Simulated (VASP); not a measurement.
# MgF2 (rutile type) (P4_2/mnm) in VASP: further runs

MgF2 (rutile type) is run at these levels: LDA; tasks: single point, relaxation of shape and atoms at fixed volume.

All numbers are computed with VASP 6.6.1; they aren't measurements. Logs are shortened: lines on timing, memory, paths and dates and some standing lists are left out, and cuts for length are marked.

## Step 1: The cell of the first run

The structure is tetragonal, space group P4_2/mnm (No. 136). Conventional cell: a = 4.556 Å, b = 4.556 Å, c = 3.012 Å, α = 90.00°, β = 90.00°, γ = 90.00°. Within 2.6 Å of Mg (site symmetry mmm) lie 6 F at 1.95 to 1.97 Å. Within 2.6 Å of F (site symmetry m2m) lie 3 Mg at 1.95 to 1.97 Å and 1 F at 2.54 Å.

## Step 2: Single point, LDA

INCAR reads:

```
SYSTEM = MgF2
ALGO = Normal
EDIFF = 1E-6
ENCUT = 600
GGA_COMPAT = .False.
ISIF = 2
ISMEAR = -1
LASPH = .True.
LCHARG = .False.
LREAL = .False.
LWAVE = .False.
NBANDS = 25
NELM = 120
PREC = Accurate
SIGMA = 0.1
```

KPOINTS reads:

```
k-points
0
Gamma
  7 7 10
  0 0 0
```

POSCAR reads:

```
MgF2
1.0
    4.5561233870      0.0000000000      0.0000000000
    0.0000000000      4.5561233870      0.0000000000
    0.0000000000      0.0000000000      3.0120341048
Mg F
2 4
Direct
    0.0000000000      0.0000000000      0.0000000000
    0.5000000000      0.5000000000      0.5000000000
    0.3029800056      0.3029800056      0.0000000000
    0.6970199944      0.6970199944      0.0000000000
    0.8029800056      0.1970199944      0.5000000000
    0.1970199944      0.8029800056      0.5000000000
```

Potentials or basis: VASP PAW LDA potentials, release 64 (Mg, F).

The run is started by

```
$ cat potpaw_LDA.64/Mg/POTCAR potpaw_LDA.64/F/POTCAR > POTCAR
$ mpirun -np 1 vasp_std > vasp.out
```

OUTCAR:

```text
SYSTEM = MgF2
   EDIFF = 1E-6
   ENCUT = 600
   ISIF = 2
   ISMEAR = -1
   LASPH = .True.
   LREAL = .False.
   NELM = 120
   PREC = Accurate

 ion  position               nearest neighbor table
   1  0.000  0.000  0.000-   3 1.95   4 1.95   5 1.97   6 1.97   5 1.97   6 1.97   2 3.56   2 3.56
                             2 3.56   2 3.56   2 3.56   2 3.56   2 3.56   2 3.56
   2  0.500  0.500  0.500-   5 1.95   6 1.95   3 1.97   4 1.97   3 1.97   4 1.97   1 3.56   1 3.56
                             1 3.56   1 3.56   1 3.56   1 3.56   1 3.56   1 3.56
   3  0.303  0.303  0.000-   1 1.95   2 1.97   2 1.97
   4  0.697  0.697  0.000-   1 1.95   2 1.97   2 1.97
   5  0.803  0.197  0.500-   2 1.95   1 1.97   1 1.97
   6  0.197  0.803  0.500-   2 1.95   1 1.97   1 1.97

  LATTYP: Found a simple tetragonal cell.
 ALAT       =     4.5561233870
 C/A-ratio  =     0.6610958152

  Lattice vectors:

 A1 = (   4.5561233870,   0.0000000000,   0.0000000000)
 A2 = (   0.0000000000,   4.5561233870,   0.0000000000)
 A3 = (   0.0000000000,   0.0000000000,   3.0120341048)

Analysis of symmetry for initial positions (statically):
=====================================================================
 Subroutine PRICEL returns:
 Original cell was already a primitive cell.

 Routine SETGRP: Setting up the symmetry group for a
 simple tetragonal supercell.

 Subroutine GETGRP returns: Found 16 space group operations
 (whereof  8 operations were pure point group operations)
 out of a pool of 16 trial point group operations.

The static configuration has the point symmetry D_2h.
 The point group associated with its full space group is D_4h.

Analysis of symmetry for dynamics (positions and initial velocities):
=====================================================================
 Subroutine PRICEL returns:
 Original cell was already a primitive cell.

 Routine SETGRP: Setting up the symmetry group for a
 simple tetragonal supercell.

 Subroutine GETGRP returns: Found 16 space group operations
 (whereof  8 operations were pure point group operations)
 out of a pool of 16 trial point group operations.

The dynamic configuration has the point symmetry D_2h.
 The point group associated with its full space group is D_4h.

 Subroutine INISYM returns: Found 16 space group operations
 (whereof  8 operations are pure point group operations),
 and found     1 'primitive' translations

----------------------------------------------------------------------------------------

                                     Primitive cell

  volume of cell :      62.5246

  direct lattice vectors                    reciprocal lattice vectors
     4.556123387  0.000000000  0.000000000     0.219484837  0.000000000  0.000000000
     0.000000000  4.556123387  0.000000000     0.000000000  0.219484837  0.000000000
     0.000000000  0.000000000  3.012034105     0.000000000  0.000000000  0.332001553

  length of vectors
     4.556123387  4.556123387  3.012034105     0.219484837  0.219484837  0.332001553

  position of ions in fractional coordinates (direct lattice)
     0.000000000  0.000000000  0.000000000
     0.500000000  0.500000000  0.500000000
     0.302980006  0.302980006  0.000000000
     0.697019994  0.697019994  0.000000000
     0.802980006  0.197019994  0.500000000
     0.197019994  0.802980006  0.500000000

  ion indices of the primitive-cell ions
   primitive index   ion index
                 1           1
                 2           2
                 3           3
                 4           4
                 5           5
                 6           6

----------------------------------------------------------------------------------------

 KPOINTS: k-points

Automatic generation of k-mesh.
 Grid dimensions read from file:
 generate k-points for:    7    7   10

 Generating k-lattice:

  Cartesian coordinates                     Fractional coordinates (reciprocal lattice)
     0.031354977  0.000000000  0.000000000     0.142857143  0.000000000  0.000000000
     0.000000000  0.031354977  0.000000000     0.000000000  0.142857143  0.000000000
     0.000000000  0.000000000  0.033200155     0.000000000  0.000000000  0.100000000

  Length of vectors
     0.031354977  0.031354977  0.033200155

  Shift w.r.t. Gamma in fractional coordinates (k-lattice)
     0.000000000  0.000000000  0.000000000

 Subroutine IBZKPT returns following result:
 ===========================================

 Found     60 irreducible k-points:

 Following reciprocal coordinates:
            Coordinates               Weight
  0.000000  0.000000  0.000000      1.000000
  0.142857  0.000000  0.000000      4.000000
  0.285714  0.000000  0.000000      4.000000
  0.428571  0.000000  0.000000      4.000000
  0.142857  0.142857  0.000000      4.000000
  0.285714  0.142857  0.000000      8.000000
[... 16 lines left out ...]
  0.285714  0.000000  0.200000      8.000000
  0.428571  0.000000  0.200000      8.000000
 [... further k-points ...]
   k-points           NKPTS =     60   k-points in BZ     NKDIM =     60   number of bands    NBANDS=     25
   number of dos      NEDOS =    301   number of ions     NIONS =      6
   total plane-waves  NPLWV =  31104
   dimension x,y,z NGX =    36 NGY =   36 NGZ =   24
   dimension x,y,z NGXF=    72 NGYF=   72 NGZF=   48
   ions per type =               2   4
   NGX,Y,Z   is equivalent  to a cutoff of  13.14, 13.14, 13.25 a.u.
   NGXF,Y,Z  is equivalent  to a cutoff of  26.27, 26.27, 26.49 a.u.
 SYSTEM =  MgF2
   PREC   = accura    normal or accurate (medium, high low for compatibility)
   ISTART =      0    job   : 0-new  1-cont  2-samecut
   ICHARG =      2    charge: 1-file 2-atom 10-const
   ISPIN  =      1    spin polarized calculation?
   LNONCOLLINEAR =      F non collinear calculations
   LSORBIT =      F    spin-orbit coupling
   LASPH  =      T    aspherical Exc in radial PAW
   ENCUT  =  600.0 eV  44.10 Ry    6.64 a.u.   9.10  9.10  6.02*2*pi/ulx,y,z
   NELM   =    120;   NELMIN=  2; NELMDL= -5     # of ELM steps
   EDIFF  = 0.1E-05   stopping-criterion for ELM
   LREAL  =      F    real-space projection
   EDIFFG = 0.1E-04   stopping-criterion for IOM
   NSW    =      0    number of steps for IOM
   IBRION =     -1    ionic relax: 0-MD 1-quasi-New 2-CG
   NFREE  =      0    steps in history (QN), initial steepest desc. (CG)
   ISIF   =      2    stress and relaxation
   ISYM   =      2    0-nonsym 1-usesym 2-fastsym
   POTIM  = 0.5000    time-step for ionic-motion
   TEBEG  =    0.0;   TEEND  =   0.0 temperature during run
   PSTRESS=    0.0 pullay stress
   NELECT =      32.0000    total number of electrons
   NUPDOWN=      -1.0000    fix difference up-down
   EMIN   =  10.00;   EMAX   =-10.00  energy-range for DOS
   EFERMI =   0.00;   METHOD = LEGACY
   ISMEAR =    -1;   SIGMA  =   0.10  broadening in eV -4-tet -1-fermi 0-gaus
   EFERMI_NEDOS =   21; number of points for ismear=-14 and -15
   IALGO  =     38    algorithm
   IMIX   =      4    mixing-type and parameters
     AMIX     =   0.40;   BMIX     =  1.00
     AMIX_MAG =   1.60;   BMIX_MAG =  1.00
  volume/ion in A,a.u.               =      10.42        70.32
  Fermi-wavevector in a.u.,A,eV,Ry     =   1.309507  2.474610 23.331393  1.714809
  Thomas-Fermi vector in A             =   2.440101
   LORBIT       =      0    0 simple, 1 ext, 2 COOP (PROOUT), +10 PAW based schemes
   GGA     = CA    functional components
   LHFCALC =     F    Hartree Fock is set to
   AEXX    =    0.0000 exact exchange contribution
   IVDW    =     0    specifies the selected vdW correction
   LEPSILON=     F    determine dielectric tensor
   LRPA    =     F    only Hartree local field effects (RPA)
 non-spin polarized calculation
  energy-cutoff  :      600.00
  volume of cell :       62.52
 maximum number of plane-waves:      2116
   NGX = 19   NGY = 19   NGZ = 13

 number of electron      32.0000029 magnetization

 Free energy of the ion-electron system (eV)
  ---------------------------------------------------
  ext. energy  EPLUGINS =         0.00000000
  ---------------------------------------------------
  free energy    TOTEN  =       -35.09080956 eV

  energy without entropy =      -35.09080956  energy(sigma->0) =      -35.09080956

 E-fermi :   0.8876     XC(G=0): -10.6824

 val. band max:       -1.3188857195   @ k =   0.0000   0.0000   0.0000
 cond. band min:       5.7390224962   @ k =   0.0000   0.0000   0.0000
 fundamental gap:      7.0579082157
 Fermi energy:         0.8875570360

 k-point     1 :       0.0000    0.0000    0.0000
  band No.  band energies     occupation
      1     -21.8730      2.00000
      2     -20.9243      2.00000
      3     -20.9243      2.00000
      4     -20.8176      2.00000
      5      -5.6714      2.00000
      6      -4.0925      2.00000
[... 17 lines left out ...]
     24      17.2675      0.00000
     25      17.2675      0.00000

 k-point     2 :       0.1429    0.0000    0.0000
  band No.  band energies     occupation
      1     -21.8344      2.00000
      2     -21.0048      2.00000
      3     -20.9136      2.00000
      4     -20.7927      2.00000
      5      -5.5895      2.00000
      6      -4.0574      2.00000
[... 17 lines left out ...]
     24      17.0526      0.00000
     25      17.3242      0.00000

 k-point     3 :       0.2857    0.0000    0.0000
  band No.  band energies     occupation
      1     -21.7243      2.00000
      2     -21.1670      2.00000
      3     -20.8843      2.00000
      4     -20.7845      2.00000
      5      -5.3687      2.00000
      6      -4.2924      2.00000
[... 552 lines left out ...]
 k-point    23 :       0.2857    0.0000    0.2000
  band No.  band energies     occupation
      1     -21.5859      2.00000
      2     -21.1084      2.00000
      3     -20.8663      2.00000
      4     -20.8051      2.00000
      5      -5.1448      2.00000
      6      -4.2065      2.00000
[... 17 lines left out ...]
     24      16.0679      0.00000
     25      16.1948      0.00000

 k-point    24 :       0.4286    0.0000    0.2000
  band No.  band energies     occupation
      1     -21.4423      2.00000
      2     -21.2741      2.00000
      3     -20.8403      2.00000
      4     -20.8164      2.00000
      5      -4.8652      2.00000
      6      -4.5482      2.00000
[... 17 lines left out ...]
     24      15.4604      0.00000
     25      16.1063      0.00000

 [... further k-points ...]

------------------------ aborting loop because EDIFF is reached ----------------------------------------

  FORCE on cell =-STRESS in cart. coord.  units (eV):
  Direction    XX          YY          ZZ          XY          YZ          ZX
  --------------------------------------------------------------------------------------
  -------------------------------------------------------------------------------------
  Total       -0.8359872     -0.8359872     -0.7209855     -0.0000000      0.0000000      0.0000000
  in kB      -21.4219682    -21.4219682    -18.4750769     -0.0000000      0.0000000      0.0000000
  external PRESSURE =     -20.4396711 kB  Pullay stress =       0.0000000 kB

 VOLUME and BASIS-vectors are now :
 -----------------------------------------------------------------------------
  energy-cutoff  :      600.00
  volume of cell :       62.52
      direct lattice vectors                 reciprocal lattice vectors
     4.556123387  0.000000000  0.000000000     0.219484837  0.000000000  0.000000000
     0.000000000  4.556123387  0.000000000     0.000000000  0.219484837  0.000000000
     0.000000000  0.000000000  3.012034105     0.000000000  0.000000000  0.332001553

 POSITION                                       TOTAL-FORCE (eV/Angst)
 -----------------------------------------------------------------------------------
      0.00000      0.00000      0.00000         0.000000      0.000000     -0.000000
      2.27806      2.27806      1.50602         0.000000      0.000000     -0.000000
      1.38041      1.38041      0.00000        -0.009698     -0.009698      0.000000
      3.17571      3.17571      0.00000         0.009698      0.009698     -0.000000
      3.65848      0.89765      1.50602        -0.009698      0.009698     -0.000000
      0.89765      3.65848      1.50602         0.009698     -0.009698     -0.000000
 -----------------------------------------------------------------------------------
    total drift:                                0.000000      0.000000     -0.000000

  FREE ENERGIE OF THE ION-ELECTRON SYSTEM (eV)
  ---------------------------------------------------
  free  energy   TOTEN  =       -35.0908095559 eV

  energy  without entropy=      -35.0908095559  energy(sigma->0) =      -35.09080956
```

Wall time 26 s (1 thread of Intel Xeon 6975P-C (Granite Rapids), shared host); peak memory 0.21 GiB.

Results:

```yaml
Free_energy: -35.0908 eV
Pressure: -2.0 GPa
Largest_force: 0.014 eV/Å
Band_gap_on_the_k_mesh: 7.06 eV
```

Forces on the atoms (eV/Å):
```
Mg   0.000  0.000  0.000
Mg   0.000  0.000  0.000
F   -0.010 -0.010  0.000
F    0.010  0.010  0.000
F   -0.010  0.010  0.000
F    0.010 -0.010  0.000
```

Stress tensor (GPa, compression positive):
```
-2.14  0.00  0.00
 0.00 -2.14  0.00
 0.00  0.00 -1.85
```

Levels at points of the mesh, in eV from the valence-band top:
```
           k point  band 12  band 13  band 14  band 15  band 16  band 17  band 18  band 19  band 20  band 21
(0.00, 0.00, 0.00)    -1.31    -0.76    -0.33    -0.33     0.00     7.06    12.12    12.12    13.50    14.32
(0.00, 0.00, 0.50)    -1.52    -1.28    -1.28    -0.93    -0.93    11.83    11.83    14.81    14.81    15.22
```

A k mesh can miss the band edges.

## Step 3: Relaxation of shape and atoms at fixed volume, LDA

This run uses another cell than the first one, of 6.46 Å³/atom.

INCAR reads:

```
ALGO     = Normal         # electronic algorithm
EDIFF    = 1E-7           # SCF threshold, eV
EDIFFG   = -0.005         # ionic threshold
ENCUT    = 600            # plane-wave cutoff, eV
GGA_COMPAT= False        
IBRION   = 2              # ionic algorithm
ISIF     = 4              # what is computed and relaxed
ISMEAR   = -1             # smearing method
LASPH    = True           # aspherical terms in the spheres
LCHARG   = False          # write CHGCAR
LREAL    = False          # projectors in reciprocal space
LWAVE    = False          # write WAVECAR
NELM     = 120            # most SCF steps
NELMIN   = 4            
NSW      = 50             # ionic steps
PREC     = Accurate       # precision mode
SIGMA    = 0.1            # smearing width, eV
```

KPOINTS reads:

```
k-points
0
Gamma
  7 7 10
```

POSCAR: that of step 2 with these lines changed.

```diff
@@ -2,5 +2,5 @@
 1.0
-    4.5561233870      0.0000000000      0.0000000000
-    0.0000000000      4.5561233870      0.0000000000
-    0.0000000000      0.0000000000      3.0120341048
+    3.8850150611      0.0000000000      0.0000000000
+    0.0000000000      3.8850150611      0.0000000000
+    0.0000000000      0.0000000000      2.5683671990
 Mg F
```

Potentials or basis: VASP PAW LDA potentials, release 64 (Mg, F).

The run is started by

```
$ cat potpaw_LDA.64/Mg/POTCAR potpaw_LDA.64/F/POTCAR > POTCAR
$ mpirun -np 1 vasp_std > vasp.out
```

Run time: 81 s. Hardware: 1 thread of Intel Xeon 6975P-C (Granite Rapids), shared host; peak memory 0.18 GiB.

It converged, with:

```
Free energy               : -27.7278 eV
Energy gained by relaxing : 12.2 meV/atom
Ionic steps               : 9
Pressure after relaxing   : 156.4 GPa
Band gap on the k mesh    : 11.07 eV
```

The path:
| step | energy change (eV) | largest force (eV/Å) | pressure (GPa) | volume (Å³) |
| --- | --- | --- | --- | --- |
| 1 | 0.0000 | 1.4299 | 157.76 | 38.77 |
| 2 | 0.4670 | 4.3157 | 160.00 | 38.77 |
| 3 | -0.0707 | 0.0289 | 156.52 | 38.77 |
| 4 | -0.0707 | 0.0595 | 156.51 | 38.77 |
| 5 | -0.0719 | 0.0475 | 156.48 | 38.77 |
| 6 | -0.0735 | 0.0107 | 156.40 | 38.77 |
| 7 | -0.0735 | 0.0115 | 156.40 | 38.77 |
| 8 | -0.0734 | 0.0453 | 156.42 | 38.77 |
| 9 | -0.0735 | 0.0007 | 156.40 | 38.77 |

Final structure:
```
Mg F
1.0
     3.85385    0.00000    0.00000
     0.00000    3.85385    0.00000
     0.00000    0.00000    2.61008
Mg F
2 4
Direct
  0.00000 0.00000 0.00000
  0.50000 0.50000 0.50000
  0.30084 0.30084 0.00000
  0.69916 0.69916 0.00000
  0.80084 0.19916 0.50000
  0.19916 0.80084 0.50000
```

Levels at points of the mesh, in eV from the valence-band top:
```tsv
k point	band 13	band 14	band 15	band 16	band 17	band 18	band 19	band 20
(0.00, 0.00, 0.00)	-0.83	-0.26	-0.26	0.00	11.07	15.12	15.61	15.61
(0.00, 0.00, 0.50)	-1.99	-1.99	-1.68	-1.68	16.02	16.02	18.35	18.35
```

A k mesh can miss the band edges.
